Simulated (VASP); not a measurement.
Runs of VASP 6.6.1 on GaN. The structure is that of space group Fm-3m (No. 225), or close to it. The cells are those of the table. 

```tsv
cell	k mesh	smearing	gap on the mesh (eV)	pressure (GPa)
a = 2.956 Å, angles 60.0°, 2 atoms	8 × 8 × 8	gaussian 0.05 eV	(c)	1.3
a = 2.998 Å, angles 60.0°, 2 atoms	8 × 8 × 8	gaussian 0.05 eV	0.37	-8.5
a = 2.916 Å, angles 60.0°, 2 atoms	8 × 8 × 8	gaussian 0.05 eV	(b)	12.7
a = 2.904 Å, angles 60.0°, 2 atoms	12 × 12 × 12	gaussian 0.02 eV	(a)	16.7
```

Alike in all rows: level LDA; potentials or basis VASP PAW LDA potentials, release 64 (Ga_d, N); no spin polarisation; cutoff (eV) 600.

Problem. Estimate the missing entries.

Solution. (a) 0.98; (b) 0.91; (c) 0.64.

Caveats: the cell stands under pressure (at least some runs); the cell stands under tension (at least some runs).

A k mesh can miss the band edges, and the runs leave out spin-orbit coupling on Ga.
